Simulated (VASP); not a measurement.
Input of a VASP 6.6.1 run:

The input POSCAR:

```
LiCl
1.0
    3.2711235786      0.0000000000      0.0000000000
    0.0000000000      3.2711235786      0.0000000000
    0.0000000000      0.0000000000      3.2711235786
Li Cl
1 1
Direct
    0.0000000000      0.0000000000      0.0000000000
    0.5000000000      0.5000000000      0.5000000000
```

INCAR.step1

```
  PREC = Accurate
  ENCUT = 520
  ISMEAR = 0
  SIGMA = 0.01
  LREAL = False
  LASPH = True
  NELM = 100
  NBANDS = 12
  GGA = PE
  ALGO = Normal
  EDIFF = 1E-4
  LWAVE = True
  LCHARG = False
```

Contents of INCAR.step2:

```
  PREC = Accurate
  ENCUT = 520
  EDIFF = 1E-6
  ISMEAR = 0
  SIGMA = 0.01
  LREAL = False
  LASPH = True
  NELM = 100
  ALGO = Normal
  ISIF = 2
  LWAVE = False
  LCHARG = False
  METAGGA = R2SCAN
  LMIXTAU = True
  NBANDS = 12
  ISTART = 1
```

Contents of KPOINTS:

```
Automatic mesh
0
Gamma
  4 4 4
```

Potentials or basis: VASP PAW PBE potentials, release 64 (Li_sv, Cl).

Run with:

```console
$ cat potpaw_PBE.64/Li_sv/POTCAR potpaw_PBE.64/Cl/POTCAR > POTCAR
$ cp INCAR.step1 INCAR
$ mpirun -np 1 vasp_std > vasp.out
$ cp INCAR.step2 INCAR
$ mpirun -np 1 vasp_std > vasp.out
```

Task: Predict the band gap on the k mesh.

Result: 5.38 eV, indirect (least direct gap 5.96 eV).

Caveat: the k points lie up to 0.48 Å⁻¹ apart. A k mesh can miss the band edges.
